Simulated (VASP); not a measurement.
# TiSi16 (a cell with a defect) in VASP: further runs, part 2 of 2

VASP 6.6.1. Earlier steps stand in the parts before.

**3. Single point, PBE+D3(BJ)**

Contents of INCAR:

```
ALGO     = Normal         # electronic algorithm
EDIFF    = 1E-6           # SCF threshold, eV
ENCUT    = 520            # plane-wave cutoff, eV
GGA      = PE             # functional
ISIF     = 2              # what is computed and relaxed
ISMEAR   = -1             # smearing method
IVDW     = 12             # dispersion correction
LASPH    = T              # aspherical terms in the spheres
LCHARG   = F              # write CHGCAR
LREAL    = Auto         
LWAVE    = F              # write WAVECAR
NBANDS   = 52             # bands
NELM     = 80             # most SCF steps
PREC     = Accurate       # precision mode
SIGMA    = 0.05           # smearing width, eV
```

Contents of KPOINTS:

```
k-points
0
Gamma
  2 2 2
```

Contents of POSCAR:

```
TiSi16
1.0
    0.0000000000      5.4300000000      5.4300000000
    5.4300000000      0.0000000000      5.4300000000
    5.4300000000      5.4300000000      0.0000000000
Si Ti
16 1
Direct
   -0.0281583794     -0.0407734807     -0.0141988950
    0.0880478821      0.1357642726      0.1110681400
   -0.0179926335      0.0107366483      0.4925598527
    0.1019889503      0.1416390424      0.6328729282
    0.0145119705      0.5118416206     -0.0276243094
    0.1404696133      0.5710405157      0.1595488029
    0.0026151013      0.4959116022      0.5219337017
    0.1459668508      0.6397053407      0.6070718232
    0.4765930018      0.0271823204      0.0294659300
    0.6218600368      0.1401289134      0.1350276243
    0.5041160221     -0.0009668508      0.4927163904
    0.6291436464      0.1410589319      0.6058655617
    0.5286832413      0.4923296501      0.0033977901
    0.6563535912      0.6362983425      0.1242909761
    0.5219889503      0.5103130755      0.4846593002
    0.6348342541      0.6122375691      0.6201565378
    0.3700920810      0.8669244936      0.8837384899
```

Potentials or basis: VASP PAW PBE potentials, release 64 (Si, Ti_sv).

Command:

```
$ cat potpaw_PBE.64/Si/POTCAR potpaw_PBE.64/Ti_sv/POTCAR > POTCAR
$ mpirun -np 1 vasp_std > vasp.out
```

OUTCAR:

```text
EDIFF = 1E-6
   ENCUT = 520
   GGA = PE
   ISIF = 2
   ISMEAR = -1
   IVDW = 12
   LASPH = T
   LREAL = Auto
   NELM = 80
   PREC = Accurate
 IVDW          = 12

 ion  position               nearest neighbor table
   1  0.972  0.959  0.986-   4 2.28  10 2.29   6 2.50  17 2.54   2 2.63
   2  0.088  0.136  0.111-   5 2.39   3 2.40   9 2.48   1 2.63  17 2.71
   3  0.982  0.011  0.493-  12 2.21   8 2.34   2 2.40   4 2.45
   4  0.102  0.142  0.633-   7 2.23   1 2.28   3 2.45  11 2.52  17 2.82
   5  0.015  0.512  0.972-  14 2.26   8 2.29   2 2.39   6 2.39
   6  0.140  0.571  0.160-   7 2.29   5 2.39  13 2.46   1 2.50  17 2.87
   7  0.003  0.496  0.522-   4 2.23   6 2.29  16 2.32   8 2.35
   8  0.146  0.640  0.607-   5 2.29   3 2.34   7 2.35  15 2.36
   9  0.477  0.027  0.029-  10 2.29  14 2.47   2 2.48  17 2.60  12 2.66
  10  0.622  0.140  0.135-  13 2.21  11 2.25   9 2.29   1 2.29
  11  0.504  0.999  0.493-  10 2.25  12 2.39  16 2.43  17 2.45   4 2.52
  12  0.629  0.141  0.606-   3 2.21  15 2.32  11 2.39   9 2.66  17 2.90
  13  0.529  0.492  0.003-  10 2.21  17 2.36  16 2.41   6 2.46  14 2.46
  14  0.656  0.636  0.124-   5 2.26  15 2.26  13 2.46   9 2.47  17 2.88
  15  0.522  0.510  0.485-  16 2.20  14 2.26  12 2.32   8 2.36
  16  0.635  0.612  0.620-  15 2.20   7 2.32  13 2.41  11 2.43  17 2.81
  17  0.370  0.867  0.884-  13 2.36  11 2.45   1 2.54   9 2.60   2 2.71  16 2.81   4 2.82   6 2.87
                            14 2.88  12 2.90

  LATTYP: Found a face centered cubic cell.
 ALAT       =    10.8600000000

  Lattice vectors:

 A1 = (   0.0000000000,   5.4300000000,   5.4300000000)
 A2 = (   5.4300000000,   0.0000000000,   5.4300000000)
 A3 = (   5.4300000000,   5.4300000000,   0.0000000000)

Analysis of symmetry for initial positions (statically):
=====================================================================
 Subroutine PRICEL returns:
 Original cell was already a primitive cell.

 Routine SETGRP: Setting up the symmetry group for a
 face centered cubic supercell.

 Subroutine GETGRP returns: Found  1 space group operations
 (whereof  1 operations were pure point group operations)
 out of a pool of 48 trial point group operations.

The static configuration has the point symmetry C_1 .
[... 153 lines left out ...]
   AEXX    =    0.0000 exact exchange contribution
   IVDW    =    12    specifies the selected vdW correction
   LEPSILON=     F    determine dielectric tensor
   LRPA    =     F    only Hartree local field effects (RPA)
 non-spin polarized calculation
  energy-cutoff  :      520.00
  volume of cell :      320.21
 maximum number of plane-waves:      8646
 NGX is ok and might be reduce to    60
   NGX = 29   NGY = 29   NGZ = 29

 number of electron      76.0000000 magnetization

 Free energy of the ion-electron system (eV)
  ---------------------------------------------------
  ext. energy  EPLUGINS =         0.00000000
  ---------------------------------------------------
  free energy    TOTEN  =       -90.94366956 eV

  energy without entropy =      -90.85922000  energy(sigma->0) =      -90.90144478

 E-fermi :   6.8991     XC(G=0):  -9.7821

 val. band max:        6.8986983970   @ k =   0.0000   0.5000   0.5000
 cond. band min:       6.9011848131   @ k =   0.5000   0.0000   0.5000
 fundamental gap:      0.0024864162
 Fermi energy:         6.8991023961

 k-point     1 :       0.0000    0.0000    0.0000
  band No.  band energies     occupation
      1     -49.9804      2.00000
      2     -26.3426      2.00000
      3     -26.3242      2.00000
      4     -26.3001      2.00000
      5      -5.7144      2.00000
      6      -3.6037      2.00000
[... 413 lines left out ...]
     49       9.7894      0.00000
     50      10.2983      0.00000
 [bands above 50 left out]

------------------------ aborting loop because EDIFF is reached ----------------------------------------

 Edisp (eV)   -5.83572

 E8    (eV) :    -2.4402

  FORCE on cell =-STRESS in cart. coord.  units (eV):
  Direction    XX          YY          ZZ          XY          YZ          ZX
  --------------------------------------------------------------------------------------
  -------------------------------------------------------------------------------------
  Total       2.20778     0.75096     1.42277    -1.39028    -2.37099    -1.43149
  in kB      11.04683     3.75749     7.11894    -6.95639   -11.86343    -7.16258
  external pressure =        7.31 kB  Pullay stress =        0.00 kB

 VOLUME and BASIS-vectors are now :
 -----------------------------------------------------------------------------
  energy-cutoff  :      520.00
  volume of cell :      320.21
      direct lattice vectors                 reciprocal lattice vectors
     0.000000000  5.430000000  5.430000000    -0.092081031  0.092081031  0.092081031
     5.430000000  0.000000000  5.430000000     0.092081031 -0.092081031  0.092081031
     5.430000000  5.430000000  0.000000000     0.092081031  0.092081031 -0.092081031

 POSITION                                       TOTAL-FORCE (eV/Angst)
 -----------------------------------------------------------------------------------
     10.56150     10.63000     10.48570         0.315117      1.228207     -0.018276
      1.34030      1.08120      1.21530        -0.332704      0.447263      0.057409
      2.73290      8.00690      5.39060        -0.583082      0.892685      1.508451
      4.20560      3.99030      1.32290        -1.888724      0.250990     -0.379218
      8.05930      5.35880      2.85810        -0.026820      1.173209     -0.331251
      3.96710      1.62910      3.86350        -0.445316     -0.891190      0.982577
[... 9 lines left out ...]
      6.69190      6.81460      6.77160         1.373757      0.897743      1.021464
      9.50610      6.80830      6.71700         1.074587     -0.315635      0.600507
 -----------------------------------------------------------------------------------
    total drift:                                0.003331      0.005888      0.001455

  FREE ENERGIE OF THE ION-ELECTRON SYSTEM (eV)
  ---------------------------------------------------
  free  energy   TOTEN  =       -96.7793895505 eV

  energy  without entropy=      -96.6949399880  energy(sigma->0) =      -96.73716477
```

OSZICAR:

```text
N       E                     dE             d eps       ncg     rms          rms(c)
DAV:   1     0.337229818213E+03    0.33723E+03   -0.30707E+04   848   0.126E+03
DAV:   2    -0.567235041592E+02   -0.39395E+03   -0.37551E+03   960   0.244E+02
DAV:   3    -0.915016086866E+02   -0.34778E+02   -0.33737E+02  1200   0.662E+01
DAV:   4    -0.941527075137E+02   -0.26511E+01   -0.26257E+01  1312   0.157E+01
DAV:   5    -0.942272783387E+02   -0.74571E-01   -0.74506E-01  1112   0.238E+00    0.182E+01
DAV:   6    -0.944712844327E+02   -0.24401E+00   -0.24872E+01  1232   0.232E+01    0.196E+01
DAV:   7    -0.916994794935E+02    0.27718E+01   -0.37396E+01  1156   0.308E+01    0.969E+00
DAV:   8    -0.910193825839E+02    0.68010E+00   -0.22946E+00  1028   0.629E+00    0.259E+00
DAV:   9    -0.909445188162E+02    0.74864E-01   -0.39778E-01  1204   0.256E+00    0.744E-01
DAV:  10    -0.909420169376E+02    0.25019E-02   -0.35338E-02  1116   0.713E-01    0.441E-01
DAV:  11    -0.909434681091E+02   -0.14512E-02   -0.67065E-03  1076   0.347E-01    0.243E-01
DAV:  12    -0.909436193596E+02   -0.15125E-03   -0.15397E-03  1076   0.198E-01    0.626E-02
DAV:  13    -0.909436662111E+02   -0.46852E-04   -0.12037E-04  1048   0.510E-02    0.286E-02
DAV:  14    -0.909436676840E+02   -0.14729E-05   -0.19482E-05  1128   0.200E-02    0.882E-03
DAV:  15    -0.909436694063E+02   -0.17223E-05   -0.22838E-06   808   0.616E-03    0.290E-03
DAV:  16    -0.909436695638E+02   -0.15751E-06   -0.50743E-07   528   0.333E-03
   1 F= -.96779390E+02 E0= -.96737165E+02  d E =-.844496E-01
```

stdout:

```text
POSCAR found type information on POSCAR SiTi
 POSCAR found :  2 types and      17 ions
 scaLAPACK will be used
 LDA part: xc-table for (Slater+PW92), standard interpolation
 POSCAR, INCAR and KPOINTS ok, starting setup
 FFT: planning ... GRIDC
 FFT: planning ... GRID_SOFT
 FFT: planning ... GRID
 WAVECAR not read
 entering main loop
```

It took 3 min on 1 thread of Intel Xeon Platinum 8488C (Sapphire Rapids), shared host; peak memory 0.49 GiB.

Results:

* Free energy: -96.7794 eV
* Pressure: 0.7 GPa
* Largest force: 2.110 eV/Å
* Band gap on the k mesh: zero (band 38 reaches 6.98 eV, above the bottom of band 39 at 6.59 eV)
* Dispersion energy per atom: -0.343 eV

Forces in eV/Å, atoms in the order of the input:
```
Si   0.315  1.228 -0.018
Si  -0.333  0.447  0.057
Si  -0.583  0.893  1.508
Si  -1.889  0.251 -0.379
Si  -0.027  1.173 -0.331
Si  -0.445 -0.891  0.983
Si   0.620 -0.359  0.603
Si  -0.108 -0.362  0.095
Si  -1.496 -0.922 -0.506
Si  -0.567  0.243 -0.279
Si   0.484 -0.098 -0.560
Si   1.256  0.215 -1.682
Si   0.355 -0.008 -0.021
Si   0.368 -1.642  0.244
Si  -0.399 -0.749 -1.336
Si   1.374  0.898  1.021
Ti   1.075 -0.316  0.601
```

Stress tensor (GPa, compression positive):
```
 1.10 -0.70 -0.72
-0.70  0.38 -1.19
-0.72 -1.19  0.71
```

Levels at points of the mesh, in eV from the Fermi level:
```csv
k point,band 34,band 35,band 36,band 37,band 38,band 39,band 40,band 41,band 42,band 43
"(0.00, 0.00, 0.00)",-1.10,-1.04,-0.99,-0.61,-0.42,-0.31,-0.11,0.04,0.26,0.79
"(0.50, 0.00, 0.00)",-1.66,-1.41,-1.05,-0.14,-0.02,0.10,0.42,0.42,0.69,1.12
"(0.00, 0.50, 0.00)",-1.57,-1.47,-1.25,-0.40,-0.04,0.20,0.41,0.49,0.87,0.98
"(0.00, 0.00, 0.50)",-1.62,-1.44,-1.30,-0.28,-0.24,0.14,0.38,0.66,0.86,1.02
"(0.50, 0.50, 0.50)",-1.80,-1.34,-1.10,-0.11,-0.06,-0.01,0.32,0.64,0.78,0.97
"(0.50, 0.50, 0.00)",-1.96,-1.86,-1.62,-0.62,0.08,0.65,0.73,0.92,1.17,1.53
"(0.00, 0.50, 0.50)",-1.88,-1.82,-1.71,-0.60,0.00,0.57,0.81,1.01,1.14,1.56
"(0.50, 0.00, 0.50)",-1.95,-1.88,-1.57,-0.59,0.00,0.62,0.64,1.02,1.26,1.56
```

Caveat: the k points lie up to 0.50 Å⁻¹ apart.

**4. Single point, PBE+D3(BJ)**

Contents of INCAR:

```
SYSTEM = TiSi16
PREC = Accurate ; ENCUT = 520
EDIFF = 1E-6 ; ISMEAR = -1
SIGMA = 0.05 ; LREAL = Auto
LASPH = .TRUE. ; NELM = 100
ALGO = Normal ; ISIF = 2
LWAVE = .FALSE. ; LCHARG = .TRUE.
GGA = PE ; IVDW = 12
LELF = .TRUE. ; LVHAR = .TRUE.
NBANDS = 52
```

Contents of KPOINTS:

```
regular mesh
0
G
  2 2 2
  0 0 0
```

Contents of POSCAR:

```
TiSi16
1.0
    0.0000000000      5.4300000000      5.4300000000
    5.4300000000      0.0000000000      5.4300000000
    5.4300000000      5.4300000000      0.0000000000
Si Ti
16 1
Direct
   -0.0248618785      0.0472559853      0.0058931860
    0.1598434622      0.1573204420      0.1234346225
    0.0040331492     -0.0175506446      0.5046040516
    0.1488397790      0.1226151013      0.6158379374
   -0.0019429098      0.5198434622     -0.0195856354
    0.0817495396      0.6632780847      0.1398710866
   -0.0060681400      0.4770257827      0.5271362799
    0.1198066298      0.6257918969      0.6129005525
    0.5162707182     -0.0337476980      0.0667311234
    0.6144935543      0.1602394107      0.1293001842
    0.5275782689     -0.0168416206      0.4769337017
    0.6322467772      0.0951565378      0.6503867403
    0.4911233886      0.5068324125     -0.0285082873
    0.6236372007      0.6102670350      0.1192541436
    0.4969521179      0.4641528545      0.4901565378
    0.6262707182      0.6179650092      0.5601565378
    0.3765837937      0.8815193370      0.8862707182
```

Command:

```
$ cat potpaw_PBE.64/Si/POTCAR potpaw_PBE.64/Ti_sv/POTCAR > POTCAR
$ mpirun -np 1 vasp_std > vasp.out
```

Run time: 3.9 min. Hardware: 1 thread of Intel Xeon Platinum 8488C (Sapphire Rapids), shared host; peak memory 0.5 GiB.

The run converged. Its results:

```yaml
Free_energy: -96.4889 eV
Pressure: 0.5 GPa
Largest_force: 2.201 eV/Å
Band_gap_on_the_k_mesh: zero (band 38 reaches 6.88 eV, above the bottom of band 39 at 6.67 eV)
Dispersion_energy_per_atom: -0.343 eV
```

Forces in eV/Å, atoms in the order of the input:
```
Si  -0.767  1.156  0.908
Si  -0.042 -0.353 -1.726
Si   0.942 -0.493  1.783
Si  -0.778  0.102 -1.420
Si   0.998  0.530  0.156
Si  -0.601  0.340 -0.218
Si  -0.162 -2.021  0.531
Si  -0.529  0.967 -0.018
Si  -0.471 -0.654  0.414
Si  -0.731 -0.059  0.301
Si   0.845  0.604 -0.731
Si   0.043  0.211  0.016
Si   0.394 -1.100 -0.017
Si  -0.656  0.627 -0.062
Si  -0.104 -0.518 -0.709
Si   1.330  1.612  0.689
Ti   0.291 -0.954  0.104
```

Stress tensor (GPa, compression positive):
```
-0.23 -2.44  2.11
-2.44  0.49 -1.42
 2.11 -1.42  1.26
```

Levels at points of the mesh, in eV from the Fermi level:
```tsv
k point	band 34	band 35	band 36	band 37	band 38	band 39	band 40	band 41	band 42	band 43
(0.00, 0.00, 0.00)	-1.10	-0.97	-0.81	-0.70	-0.55	-0.20	0.03	0.16	0.41	0.66
(0.50, 0.00, 0.00)	-1.75	-1.35	-0.86	-0.51	-0.13	0.28	0.36	0.54	0.77	0.92
(0.00, 0.50, 0.00)	-1.36	-1.32	-0.88	-0.36	-0.32	0.26	0.50	0.60	0.86	1.05
(0.00, 0.00, 0.50)	-1.60	-1.38	-1.28	-0.10	0.02	0.06	0.32	0.36	0.70	0.99
(0.50, 0.50, 0.50)	-1.49	-1.49	-1.00	-0.15	-0.06	0.11	0.30	0.49	0.86	1.00
(0.50, 0.50, 0.00)	-1.97	-1.73	-1.59	-0.54	-0.02	0.62	0.90	1.01	1.13	1.39
(0.00, 0.50, 0.50)	-1.90	-1.81	-1.52	-0.54	-0.04	0.59	0.77	1.03	1.24	1.58
(0.50, 0.00, 0.50)	-1.92	-1.80	-1.50	-0.37	-0.24	0.61	0.78	0.91	1.14	1.50
```

Caveat: the k points lie up to 0.50 Å⁻¹ apart.
